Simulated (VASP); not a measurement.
# SiC: electric field gradients with PBEsol

SiC:

```
Si C
1.0
     3.07600    0.00000    0.00000
    -1.53800    2.66389    0.00000
     0.00000    0.00000    5.09848
Si C
2 2
Cartesian
  0.0000 1.7759 0.0000
  1.5380 0.8880 2.5492
  0.0000 1.7759 1.9629
  1.5380 0.8880 4.5122
```

This cell differs from its parent crystal: zz strain of +1 %.

```yaml
Program: VASP 6.6.1
Task: electric field gradients
Functional: PBEsol
Potentials_or_basis: VASP PAW PBE potentials, release 64 (Si, C)
Cutoff: 520 eV
k_mesh: 15 × 15 × 8
Occupations: fermi-dirac, width 0.08 eV
Spin: no spin polarisation
Dipole_correction: no
Further_INCAR_settings: ALGO = Normal; EDIFF = 1e-08; NBANDS = 16
```

```json
{
  "Pressure": "-1.3 GPa",
  "Largest force": "0.803 eV/Å",
  "Band gap on the k mesh": "2.20 eV, indirect (least direct gap 4.04 eV)"
}
```

Forces on the atoms (eV/Å):
```
Si   0.000  0.000  0.803
Si   0.000  0.000  0.803
C    0.000  0.000 -0.803
C    0.000  0.000 -0.803
```

Stress tensor (GPa, compression positive):
```
 1.86  0.00  0.00
 0.00  1.86  0.00
 0.00  0.00 -7.65
```

Levels at points of the mesh, in eV from the valence-band top:
| k point | band 5 | band 6 | band 7 | band 8 | band 9 | band 10 | band 11 | band 12 |
| --- | --- | --- | --- | --- | --- | --- | --- | --- |
| (0.00, 0.00, 0.00) | -1.45 | -0.22 | -0.22 | 0.00 | 4.68 | 5.74 | 6.50 | 6.50 |
| (0.00, 0.00, 0.50) | -0.88 | -0.88 | -0.88 | -0.88 | 5.72 | 5.72 | 7.16 | 7.16 |

Electric field gradients, principal values (V/Å²):
```tsv
atom	least	middle	greatest (by size)
1 Si	-10.082	-10.082	20.165
2 Si	-10.082	-10.082	20.165
3 C	-2.202	-2.202	4.404
4 C	-2.202	-2.202	4.404
```

Wall time 29 s on 1 thread of Intel(R) Xeon(R) 6975P-C (Granite Rapids), on a shared host, peak memory 0.21 GiB.

Caveat: the cell differs from its parent crystal (zz strain of +1 %); without QUAD_EFG the Cq values of the log hold for a quadrupole moment of 1 mb, not for the nuclei; the PAW data sets were made with another functional, which shifts forces and pressure a little. A k mesh can miss the band edges.
